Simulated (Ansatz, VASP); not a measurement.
# MgB2 in VASP and in Ansatz

Contents of INCAR:

```
SYSTEM = MgB2
PREC     = Accurate       ! precision mode
ENCUT    = 520            ! plane-wave cutoff, eV
EDIFF    = 1E-8           ! SCF threshold, eV
ISMEAR   = -1             ! smearing method
SIGMA    = 0.05           ! smearing width, eV
LREAL    = .False.        ! projectors in reciprocal space
LASPH    = .True.         ! aspherical terms in the spheres
NELM     = 60             ! most SCF steps
ALGO     = Normal         ! electronic algorithm
ISIF     = 2              ! what is computed and relaxed
LWAVE    = .False.        ! write WAVECAR
LCHARG   = .False.        ! write CHGCAR
GGA      = PE             ! functional
LEFG     = .True.       
NBANDS   = 11             ! bands
```

The input KPOINTS:

```
Automatic mesh
0
Gamma
  12 12 9
  0 0 0
```

POSCAR

```
MgB2
1.0
    3.0220238365      0.0000000000      0.0000000000
   -1.5110119183      2.6171494133      0.0000000000
    0.0000000000      0.0000000000      3.4510818610
Mg B
1 2
Direct
    0.0000000000      0.0000000000      0.0000000000
    0.3333333333      0.6666666667      0.5000000000
    0.6666666667      0.3333333333      0.5000000000
```

Input for Ansatz:

```yaml
crystal:
  lattice:
    - [3.0220238365, 0.0, 0.0]
    - [-1.5110119183, 2.6171494133, 0.0]
    - [0.0, 0.0, 3.451081861]
  atoms:
    - { symbol: Mg, position: [0.0, 0.0, 0.0] }
    - { symbol: B, position: [0.3333333333, 0.6666666667, 0.5] }
    - { symbol: B, position: [0.6666666667, 0.3333333333, 0.5] }
kpoints:
  mp_grid: { grid: [12, 12, 9] }
scf:
  occupations: { method: fermi_dirac, width: 0.05 }
hamiltonian:
  xc: pbe
  pseudopotentials: { kind: all_electron, datasets: crystal }
output:
  forces: true
  stress: true
  eigenvalues: true
  efg: { contact_densities: true }
```

Change from the starting cell: volume scaled by 0.94, crystal datasets.

Alike in both runs: task electric field gradients; functional PBE; k mesh 12 × 12 × 9; occupations fermi-dirac, width 0.05 eV; no spin polarisation.

```csv
,VASP,Ansatz
version,VASP 6.6.1,Ansatz 0.2.0
potentials or method,"VASP PAW PBE potentials, release 64 (Mg, B), cutoff 520 eV","all-electron PAW with datasets made for the crystal, scalar-relativistic"
```

|  | VASP | Ansatz | Ansatz less VASP |
| --- | --- | --- | --- |
| pressure (GPa) | 9.0 | 9.2 | +0.17 |
| traceless stress, the component that is largest in VASP (GPa) | -2.56 | -2.40 | +0.167 |
| size of Vzz on the site where it differs most (V/Å²) | 0.2 | 2.7 | +2.50 |

Ansatz ran all-electron here, and VASP with PAW potentials.
